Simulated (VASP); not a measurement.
**ZrSi2: single point with PBE**

Crystal: ZrSi2.

```xyz
6
Lattice="1.8525 -7.3942 0.0000 1.8525 7.3942 0.0000 0.0000 0.0000 3.6791" Properties=species:S:1:pos:R:3 pbc="T T T"
Zr    1.8525   -5.8364    2.7593
Zr    1.8525    5.8364    0.9198
Si    1.8525   -0.7853    2.7593
Si    1.8525    0.7853    0.9198
Si    1.8525    3.6925    2.7593
Si    1.8525   -3.6925    0.9198
```

- Program: VASP 6.6.1
- Task: single point
- Functional: PBE
- Potentials or basis: VASP PAW PBE potentials, release 64 (Zr_sv, Si)
- Cutoff: 520 eV
- k mesh: 10 × 10 × 10
- Occupations: gaussian, width 0.1 eV
- Spin: no spin polarisation
- Dipole correction: no
- Further INCAR settings: ALGO = Normal; EDIFF = 1e-07; NBANDS = 29

```json
{
 "Pressure": "0.0 GPa",
 "Largest force": "0.011 eV/Å",
 "Band gap on the k mesh": "zero (bands 20 and 21 overlap by 0.94 eV)"
}
```

Forces in eV/Å, atoms in the order of the input:
```
Zr   0.000  0.002  0.000
Zr   0.000 -0.002  0.000
Si   0.000  0.011  0.000
Si   0.000 -0.011  0.000
Si   0.000  0.001  0.000
Si   0.000 -0.001  0.000
```

Levels at points of the mesh, in eV from the Fermi level:
```csv
k point,band 18,band 19,band 20,band 21,band 22,band 23
"(0.00, 0.00, 0.00)",-2.37,-2.31,-0.09,1.11,1.39,1.40
"(0.50, 0.00, 0.00)",-1.48,-0.86,-0.44,-0.43,0.90,0.91
"(0.50, 0.50, 0.00)",-1.89,-1.48,0.31,1.02,1.13,1.48
"(0.00, 0.00, 0.50)",-1.89,-0.08,-0.08,0.09,0.09,1.56
"(0.50, 0.00, 0.50)",-3.25,-2.14,-2.14,2.12,2.12,3.08
"(0.50, 0.50, 0.50)",-2.19,-0.90,-0.90,0.05,0.05,2.27
```

Run time: 23 min on 1 thread of Intel(R) Xeon(R) Platinum 8259CL CPU @ 2.50GHz (Skylake/Cascade Lake) (shared host), peak memory 0.61 GiB.
